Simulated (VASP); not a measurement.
A run of VASP 6.6.1:

The input POSCAR:

```
TiN
1.0
    0.0000000000      2.1167143869      2.1167143869
    2.1167143869      0.0000000000      2.1167143869
    2.1167143869      2.1167143869      0.0000000000
Ti N
1 1
Direct
    0.0000000000      0.0000000000      0.0000000000
    0.5000000000      0.5000000000      0.5000000000
```

File INCAR.step1:

```
SYSTEM = TiN
PREC = Accurate
ENCUT = 910
ISMEAR = 0
SIGMA = 0.1
LREAL = .FALSE.
LASPH = .TRUE.
NELM = 120
NBANDS = 16
GGA = PE
ALGO = Normal
EDIFF = 1E-5
LWAVE = .TRUE.
LCHARG = .FALSE.
GGA_COMPAT = .FALSE.
```

Contents of INCAR.step2:

```
SYSTEM = TiN
PREC = Accurate
ENCUT = 910
EDIFF = 1E-6
ISMEAR = 0
SIGMA = 0.1
LREAL = .FALSE.
LASPH = .TRUE.
NELM = 120
ALGO = Normal
ISIF = 2
LWAVE = .FALSE.
LCHARG = .FALSE.
METAGGA = R2SCAN
LMIXTAU = .TRUE.
NBANDS = 16
ISTART = 1
GGA_COMPAT = .FALSE.
```

Contents of KPOINTS:

```
regular mesh
0
G
  14 14 14
  0 0 0
```

Potentials or basis: VASP PAW PBE potentials, release 64 (Ti_sv, N_h).

The run is started by

```sh
$ cat potpaw_PBE.64/Ti_sv/POTCAR potpaw_PBE.64/N_h/POTCAR > POTCAR
$ cp INCAR.step1 INCAR
$ mpirun -np 1 vasp_std > vasp.out
$ cp INCAR.step2 INCAR
$ mpirun -np 1 vasp_std > vasp.out
```

Hardware: 1 thread of Intel(R) Xeon(R) 6975P-C (Granite Rapids), with other jobs on the host.

Estimate the wall time of this run.

Run time: 2.5 min on 1 thread of Intel(R) Xeon(R) 6975P-C (Granite Rapids), with other jobs on the host, peak memory 0.22 GiB. Counts: k points 104.
